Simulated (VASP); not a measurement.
# VBiO4 (I4_1/a) in VASP: single point with PBE+U

Aim: the single point of VBiO4 with PBE+U.

Everything below comes from runs of VASP 6.6.1. Logs are shortened: lines on timing, memory, paths and dates and some standing lists are left out, and cuts for length are marked.

## Step 1: The cell of the first run

It takes space group I4_1/a (No. 88, tetragonal). The conventional cell has a = 5.149 Å, b = 5.149 Å, c = 11.725 Å, α = 90.00°, β = 90.00°, γ = 90.00°. Within 3.2 Å of Bi (site symmetry -4) lie 8 O at 2.45 to 2.50 Å. Within 2.3 Å of V (site symmetry -4) lie 4 O at 1.73 Å. O (site symmetry 1) has 1 V at 1.73 Å within 2.3 Å.

## Step 2: Single point, PBE+U, collinear spin, ferromagnetic start

INCAR

```
SYSTEM = VBiO4
ALGO = Normal
EDIFF = 1E-7
ENCUT = 520
GGA = PE
ISIF = 2
ISMEAR = -1
ISPIN = 2
ISYM = 0
KPAR = 4
LASPH = .TRUE.
LCHARG = .TRUE.
LDAU = .TRUE.
LDAUJ = 0 0 0
LDAUL = -1 2 -1
LDAUPRINT = 1
LDAUTYPE = 2
LDAUU = 0 4.79 0
LMAXMIX = 4
LORBIT = 11
LREAL = .FALSE.
LVHAR = .TRUE.
LWAVE = .FALSE.
MAGMOM = 0 0 2 2 0 0 0 0 0 0 0 0
NBANDS = 68
NELM = 150
PREC = Accurate
SIGMA = 0.1
```

KPOINTS

```
k-points
0
G
  5 5 5
  0 0 0
```

POSCAR

```
VBiO4
1.0
   -2.5742754800      2.5742754800      5.8625660400
    2.5742754800     -2.5742754800      5.8625660400
    2.5742754800      2.5742754800     -5.8625660400
Bi V O
2 2 8
Direct
    0.8750000000      0.6250000000      0.2500000000
    0.1250000000      0.3750000000      0.7500000000
    0.3750000000      0.1250000000      0.2500000000
    0.6250000000      0.8750000000      0.7500000000
    0.7019000000      0.3409000000      0.6360000000
    0.8409000000      0.7049000000      0.6390000000
    0.2049000000      0.0659000000      0.8640000000
    0.5659000000      0.2019000000      0.8610000000
    0.2981000000      0.6591000000      0.3640000000
    0.1591000000      0.2951000000      0.3610000000
    0.7951000000      0.9341000000      0.1360000000
    0.4341000000      0.7981000000      0.1390000000
```

Potentials or basis: VASP PAW PBE potentials, release 64 (Bi_d, V_sv, O).

The run is started by

```
> cat potpaw_PBE.64/Bi_d/POTCAR potpaw_PBE.64/V_sv/POTCAR potpaw_PBE.64/O/POTCAR > POTCAR
> mpirun -np 4 vasp_std > vasp.out
```

OUTCAR:

```text
SYSTEM = VBiO4
   EDIFF = 1E-7
   ENCUT = 520
   GGA = PE
   ISIF = 2
   ISMEAR = -1
   ISPIN = 2
   ISYM = 0
   LASPH = .TRUE.
   LORBIT = 11
   LREAL = .FALSE.
   NELM = 150
   PREC = Accurate

 ion  position               nearest neighbor table
   1  0.875  0.625  0.250-   5 2.45  12 2.45   7 2.45  10 2.45   8 2.50  11 2.50   9 2.50   6 2.50
                             2 3.90   2 3.90   2 3.90   2 3.90
   2  0.125  0.375  0.750-   9 2.45   8 2.45  11 2.45   6 2.45  12 2.50   7 2.50   5 2.50  10 2.50
                             1 3.90   1 3.90   1 3.90   1 3.90
   3  0.375  0.125  0.250-  10 1.73   5 1.73   7 1.73  12 1.73
   4  0.625  0.875  0.750-   6 1.73   9 1.73   8 1.73  11 1.73
   5  0.702  0.341  0.636-   3 1.73   1 2.45   2 2.50
   6  0.841  0.705  0.639-   4 1.73   2 2.45   1 2.50
   7  0.205  0.066  0.864-   3 1.73   1 2.45   2 2.50
   8  0.566  0.202  0.861-   4 1.73   2 2.45   1 2.50
   9  0.298  0.659  0.364-   4 1.73   2 2.45   1 2.50
  10  0.159  0.295  0.361-   3 1.73   1 2.45   2 2.50
  11  0.795  0.934  0.136-   4 1.73   2 2.45   1 2.50
  12  0.434  0.798  0.139-   3 1.73   1 2.45   2 2.50

IMPORTANT INFORMATION: All symmetrisations will be switched off!
NOSYMM: (Re-)initialisation of all symmetry stuff for point group C_1.

----------------------------------------------------------------------------------------

                                     Primitive cell

  volume of cell :     155.4024

  direct lattice vectors                    reciprocal lattice vectors
    -2.574275480  2.574275480  5.862566040     0.000000000  0.194229407  0.085286886
     2.574275480 -2.574275480  5.862566040     0.194229407  0.000000000  0.085286886
     2.574275480  2.574275480 -5.862566040     0.194229407  0.194229407  0.000000000

  length of vectors
     6.900975950  6.900975950  6.900975950     0.212129478  0.212129478  0.274681862

  position of ions in fractional coordinates (direct lattice)
     0.875000000  0.625000000  0.250000000
     0.125000000  0.375000000  0.750000000
     0.375000000  0.125000000  0.250000000
     0.625000000  0.875000000  0.750000000
     0.701900000  0.340900000  0.636000000
     0.840900000  0.704900000  0.639000000
     0.204900000  0.065900000  0.864000000
     0.565900000  0.201900000  0.861000000
     0.298100000  0.659100000  0.364000000
     0.159100000  0.295100000  0.361000000
     0.795100000  0.934100000  0.136000000
     0.434100000  0.798100000  0.139000000

  ion indices of the primitive-cell ions
   primitive index   ion index
                 1           1
                 2           2
                 3           3
                 4           4
                 5           5
                 6           6
                 7           7
                 8           8
                 9           9
                10          10
                11          11
                12          12

----------------------------------------------------------------------------------------

 KPOINTS: k-points

Automatic generation of k-mesh.
 Grid dimensions read from file:
 generate k-points for:    5    5    5

 Generating k-lattice:

  Cartesian coordinates                     Fractional coordinates (reciprocal lattice)
     0.000000000  0.038845881  0.017057377     0.200000000  0.000000000  0.000000000
     0.038845881  0.000000000  0.017057377     0.000000000  0.200000000  0.000000000
     0.038845881  0.038845881  0.000000000     0.000000000  0.000000000  0.200000000

  Length of vectors
     0.042425896  0.042425896  0.054936372

  Shift w.r.t. Gamma in fractional coordinates (k-lattice)
     0.000000000  0.000000000  0.000000000

[... 124 lines left out ...]
  o =  0.3998  v =  0.8155  0.0000  0.0000  0.0000 -0.5788  0.0000  0.0000  0.0000  0.0000  0.0000      0.0000  0.0000  0.0000  0.0000  0.0000  0.0000  0.0000  0.0000  0.0000  0.0000
  o =  0.3998  v =  0.0000  0.0000  0.0000  0.0000  0.0000  0.8155  0.0000  0.0000  0.0000 -0.5788      0.0000  0.0000  0.0000  0.0000  0.0000  0.0000  0.0000  0.0000  0.0000  0.0000

atom =   4  type =  2  l = 2

 onsite density matrix

spin component  1

  0.3419  0.0000  0.0000 -0.0000 -0.0816
  0.0000  0.3669 -0.0000  0.0000 -0.0000
  0.0000 -0.0000  0.2132 -0.0000 -0.0000
 -0.0000  0.0000 -0.0000  0.3669 -0.0000
 -0.0816 -0.0000 -0.0000 -0.0000  0.2849

spin component  2

  0.3419  0.0000  0.0000  0.0000 -0.0816
  0.0000  0.3669 -0.0000  0.0000 -0.0000
  0.0000 -0.0000  0.2132 -0.0000 -0.0000
  0.0000  0.0000 -0.0000  0.3669 -0.0000
 -0.0816 -0.0000 -0.0000 -0.0000  0.2849

 occupancies and eigenvectors

  o =  0.2132  v =  0.0000 -0.0000 -1.0000 -0.0000  0.0000  0.0000  0.0000  0.0000  0.0000  0.0000      0.0000  0.0000  0.0000  0.0000  0.0000  0.0000  0.0000  0.0000  0.0000  0.0000
  o =  0.2132  v =  0.0000  0.0000  0.0000  0.0000  0.0000 -0.0000  0.0000  1.0000  0.0000 -0.0000      0.0000  0.0000  0.0000  0.0000  0.0000  0.0000  0.0000  0.0000  0.0000  0.0000
  o =  0.2270  v =  0.5788 -0.0000  0.0000  0.0000  0.8155  0.0000  0.0000  0.0000  0.0000  0.0000      0.0000  0.0000  0.0000  0.0000  0.0000  0.0000  0.0000  0.0000  0.0000  0.0000
  o =  0.2270  v =  0.0000  0.0000  0.0000  0.0000  0.0000  0.5788 -0.0000  0.0000  0.0000  0.8155      0.0000  0.0000  0.0000  0.0000  0.0000  0.0000  0.0000  0.0000  0.0000  0.0000
  o =  0.3669  v =  0.0000  0.0000  0.0000  0.0000  0.0000  0.0000  0.5296 -0.0000 -0.8482 -0.0000      0.0000  0.0000  0.0000  0.0000  0.0000  0.0000  0.0000  0.0000  0.0000  0.0000
  o =  0.3669  v =  0.0000  0.0000  0.0000  0.0000  0.0000 -0.0000  0.8482 -0.0000  0.5296  0.0000      0.0000  0.0000  0.0000  0.0000  0.0000  0.0000  0.0000  0.0000  0.0000  0.0000
  o =  0.3669  v =  0.0000 -0.6997  0.0000  0.7145 -0.0000  0.0000  0.0000  0.0000  0.0000  0.0000      0.0000  0.0000  0.0000  0.0000  0.0000  0.0000  0.0000  0.0000  0.0000  0.0000
  o =  0.3669  v = -0.0000  0.7145 -0.0000  0.6997  0.0000  0.0000  0.0000  0.0000  0.0000  0.0000      0.0000  0.0000  0.0000  0.0000  0.0000  0.0000  0.0000  0.0000  0.0000  0.0000
  o =  0.3998  v =  0.0000  0.0000  0.0000  0.0000  0.0000  0.8155  0.0000  0.0000  0.0000 -0.5788      0.0000  0.0000  0.0000  0.0000  0.0000  0.0000  0.0000  0.0000  0.0000  0.0000
  o =  0.3998  v =  0.8155  0.0000  0.0000  0.0000 -0.5788  0.0000  0.0000  0.0000  0.0000  0.0000      0.0000  0.0000  0.0000  0.0000  0.0000  0.0000  0.0000  0.0000  0.0000  0.0000

 number of electron     104.0000019 magnetization      -0.0000088

 Free energy of the ion-electron system (eV)
  ---------------------------------------------------
  ext. energy  EPLUGINS =         0.00000000
  ---------------------------------------------------
  free energy    TOTEN  =       -78.79055237 eV

  energy without entropy =      -78.79055041  energy(sigma->0) =      -78.79055139

 E-fermi :   5.9277     XC(G=0): -10.8118

 val. band max:        4.5606514098   @ k =   0.4000  -0.2000  -0.2000
 cond. band min:       7.2954141465   @ k =  -0.2000   0.2000   0.2000
 fundamental gap:      2.7347627367
 Fermi energy:         5.9277124868

 spin component 1

 k-point     1 :       0.0000    0.0000    0.0000
  band No.  band energies     occupation
      1     -60.3848      1.00000
      2     -60.3842      1.00000
      3     -34.2984      1.00000
      4     -34.2899      1.00000
      5     -34.2899      1.00000
      6     -34.2890      1.00000
[... 3209 lines left out ...]
     63      10.0080      0.00000
     64      10.4037      0.00000

 [... further k-points ...]

 [bands above 64 left out]

------------------------ aborting loop because EDIFF is reached ----------------------------------------

  FORCE on cell =-STRESS in cart. coord.  units (eV):
  Direction    XX          YY          ZZ          XY          YZ          ZX
  --------------------------------------------------------------------------------------
  -------------------------------------------------------------------------------------
  Total        6.2663807      6.2663848      4.8611232     -0.0000360     -0.0000950     -0.0000835
  in kB       64.6055126     64.6055551     50.1175042     -0.0003713     -0.0009795     -0.0008607
  external PRESSURE =      59.7761906 kB  Pullay stress =       0.0000000 kB

 VOLUME and BASIS-vectors are now :
 -----------------------------------------------------------------------------
  energy-cutoff  :      520.00
  volume of cell :      155.40
      direct lattice vectors                 reciprocal lattice vectors
    -2.574275480  2.574275480  5.862566040     0.000000000  0.194229407  0.085286886
     2.574275480 -2.574275480  5.862566040     0.194229407  0.000000000  0.085286886
     2.574275480  2.574275480 -5.862566040     0.194229407  0.194229407  0.000000000

 POSITION                                       TOTAL-FORCE (eV/Angst)
 -----------------------------------------------------------------------------------
      0.00000      1.28714      7.32821         0.000001      0.000001     -0.000003
      2.57428      1.28714     -1.46564         0.000000     -0.000000      0.000003
      0.00000      1.28714      1.46564        -0.000002     -0.000000     -0.000001
      2.57428      1.28714      4.39692        -0.000004     -0.000000      0.000001
      0.70793      2.56655      2.38489         0.435110      0.754211      0.513816
      1.29486      1.99506      5.31617        -0.754189      0.435101      0.513801
      1.86635      2.58200     -3.47767        -0.435110     -0.754210      0.513814
      1.27941      3.15349     -0.54639         0.754192     -0.435100      0.513803
      1.86635      0.00772      3.47767        -0.435101     -0.754191     -0.513802
      1.27941      0.57921      0.54639         0.754209     -0.435112     -0.513815
      0.70793     -0.00772      9.34024         0.435101      0.754193     -0.513804
      1.29486     -0.57921      6.40896        -0.754209      0.435108     -0.513814
 -----------------------------------------------------------------------------------
    total drift:                                0.000006     -0.000000     -0.000000

  FREE ENERGIE OF THE ION-ELECTRON SYSTEM (eV)
  ---------------------------------------------------
  free  energy   TOTEN  =       -78.7905523677 eV

  energy  without entropy=      -78.7905504079  energy(sigma->0) =      -78.79055139

 total charge

# of ion       s       p       d       tot
------------------------------------------
    1        1.693   0.689  10.009  12.391
    2        1.693   0.689  10.009  12.391
    3        2.408   6.440   3.100  11.948
    4        2.408   6.440   3.100  11.948
    5        1.583   3.440   0.000   5.023
    6        1.583   3.440   0.000   5.023
    7        1.583   3.440   0.000   5.023
    8        1.583   3.440   0.000   5.023
    9        1.583   3.440   0.000   5.023
   10        1.583   3.440   0.000   5.023
   11        1.583   3.440   0.000   5.023
   12        1.583   3.440   0.000   5.023
--------------------------------------------------
tot         20.867  41.774  26.218  88.859

 magnetization (x)

# of ion       s       p       d       tot
------------------------------------------
    1        0.000  -0.000  -0.000  -0.000
    2        0.000  -0.000  -0.000   0.000
    3       -0.000  -0.000  -0.000  -0.000
    4       -0.000  -0.000  -0.000  -0.000
    5        0.000   0.000   0.000   0.000
    6        0.000   0.000   0.000   0.000
    7        0.000   0.000   0.000   0.000
    8        0.000   0.000   0.000   0.000
    9        0.000   0.000   0.000   0.000
   10        0.000   0.000   0.000   0.000
   11        0.000   0.000   0.000   0.000
   12        0.000   0.000   0.000   0.000
--------------------------------------------------
tot          0.000   0.000  -0.000   0.000
```

It took 9.4 min on 4 MPI ranks of AMD EPYC 9R45 (Zen 5), shared host; peak memory 1.1 GiB.

What came out:

```
Free energy                                           : -78.7906 eV
Pressure                                              : 6.0 GPa
Largest force                                         : 1.011 eV/Å
Band gap on the k mesh                                : 2.73 eV (least direct gap 2.75 eV)
Net moment                                            : 0.00 μB per cell
Valence electrons inside the program's atomic spheres : Bi 12.39; V 11.95; O 5.02
```

Forces in eV/Å, atoms in the order of the input:
```
Bi   0.000  0.000  0.000
Bi   0.000  0.000  0.000
V    0.000  0.000  0.000
V    0.000  0.000  0.000
O    0.435  0.754  0.514
O   -0.754  0.435  0.514
O   -0.435 -0.754  0.514
O    0.754 -0.435  0.514
O   -0.435 -0.754 -0.514
O    0.754 -0.435 -0.514
O    0.435  0.754 -0.514
O   -0.754  0.435 -0.514
```

Stress tensor (GPa, compression positive):
```
6.46 0.00 0.00
0.00 6.46 0.00
0.00 0.00 5.01
```

Levels at points of the mesh, in eV from the valence-band top:
Spin up:
```
           k point  band 50  band 51  band 52  band 53  band 54  band 55
(0.00, 0.00, 0.00)    -0.58    -0.58    -0.38     2.89     3.23     3.71
```
Spin down:
```tsv
k point	band 49	band 50	band 51	band 52	band 53	band 54	band 55	band 56
(0.00, 0.00, 0.00)	-0.83	-0.58	-0.58	-0.38	2.89	3.23	3.71	3.89
```

Eigenvalues of the final occupation matrices:
```tsv
site	spin	trace	eigenvalues
site 3 d	1	1.57	0.21 0.23 0.37 0.37 0.40
site 3 d	2	1.57	0.21 0.23 0.37 0.37 0.40
site 4 d	1	1.57	0.21 0.23 0.37 0.37 0.40
site 4 d	2	1.57	0.21 0.23 0.37 0.37 0.40
```

Caveat: the cell stands under pressure; the moments typed at the start vanished in this run; spin-orbit coupling is left out, which moves the levels of the heavy elements; forces of over 1 eV/Å act on the atoms, so gaps and moduli don't describe the material at rest.
